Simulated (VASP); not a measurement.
Here is a VASP 6.6.1 calculation.

The input INCAR:

```
  PREC = Accurate
  ENCUT = 520
  EDIFF = 1E-6
  ISMEAR = 0
  SIGMA = 0.1
  LREAL = F
  LASPH = T
  NELM = 100
  ALGO = Normal
  ISIF = 2
  LWAVE = F
  LCHARG = F
  NBANDS = 17
  ISYM = 0
```

KPOINTS

```
Automatic mesh
0
Gamma
  12 7 10
```

Contents of POSCAR:

```
Ni
1.0
    0.0000000000     -1.7716500000     -1.7716500000
   -3.5433000000     -1.7716500000     -1.7716500000
    0.0000000000      1.7716500000     -1.7716500000
Ni
2
Direct
    0.0000000000      0.0000000000      0.0000000000
    0.0000000000      0.5000000000      0.5000000000
```

Potentials or basis: VASP PAW LDA potentials, release 64 (Ni).

Launch:

```sh
$ cat potpaw_LDA.64/Ni/POTCAR > POTCAR
$ mpirun -np 1 vasp_std > vasp.out
```

Q: Predict the band gap on the k mesh.

A: Zero (band 10 reaches 8.72 eV, above the bottom of band 11 at 8.11 eV).

Q: Predict the pressure.

A: -21.2 GPa.

Caveat: the run has no spin polarisation, though such a crystal can be magnetic. Spin polarisation is off, so any magnetic state and its effect on volume and gap are missing.
